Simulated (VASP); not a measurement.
A run of VASP 6.6.1 is set up as follows.

POSCAR

```
CuO
1.0
    3.4220509700      0.0000000000      0.0000000000
    0.0000000000      3.4220509700      0.0000000000
    0.0000000000      0.0000000000      4.2604614800
Cu O
2 2
Direct
    0.0000000000      0.5000000000      0.0000000000
    0.5000000000      0.0000000000      0.5000000000
    0.0000000000      0.0000000000      0.2500000000
    0.0000000000      0.0000000000      0.7500000000
```

The input INCAR.step1:

```
SYSTEM = CuO
PREC = Accurate
ENCUT = 520
EDIFF = 1E-5
ISMEAR = -1
SIGMA = 0.05
LREAL = .False.
LASPH = .True.
NELM = 60
ALGO = Normal
ISIF = 2
LWAVE = .True.
LCHARG = .False.
GGA = PE
NBANDS = 25
```

File INCAR.step2:

```
SYSTEM = CuO
PREC = Accurate
ENCUT = 520
EDIFF = 1E-7
ISMEAR = -1
SIGMA = 0.05
LREAL = .False.
LASPH = .True.
NELM = 60
ALGO = Normal
ISIF = 2
LWAVE = .False.
LCHARG = .False.
METAGGA = R2SCAN
LHFCALC = .True.
AEXX = 0.5
LMIXTAU = .True.
PRECFOCK = Normal
ISTART = 1
NBANDS = 25
```

KPOINTS

```
Automatic mesh
0
Gamma
  5 5 4
  0 0 0
```

Potentials or basis: VASP PAW PBE potentials, release 64 (Cu, O).

Launch:

```console
$ cat potpaw_PBE.64/Cu/POTCAR potpaw_PBE.64/O/POTCAR > POTCAR
$ cp INCAR.step1 INCAR
$ mpirun -np 1 vasp_std > vasp.out
$ cp INCAR.step2 INCAR
$ mpirun -np 1 vasp_std > vasp.out
```

Question: What does it give for the pressure?

Answer: -8.9 GPa.

Question: What does it give for the band gap on the k mesh?

Answer: Zero (bands 17 and 18 overlap by 3.33 eV).

Stress tensor (GPa, compression positive):
```
-18.94   0.00   0.00
  0.00 -18.94   0.00
  0.00   0.00  11.23
```

Caveat: the k points lie up to 0.37 Å⁻¹ apart, too coarse for converged energies and pressures of a metal; the PAW data sets were made with another functional, which shifts forces and pressure a little.
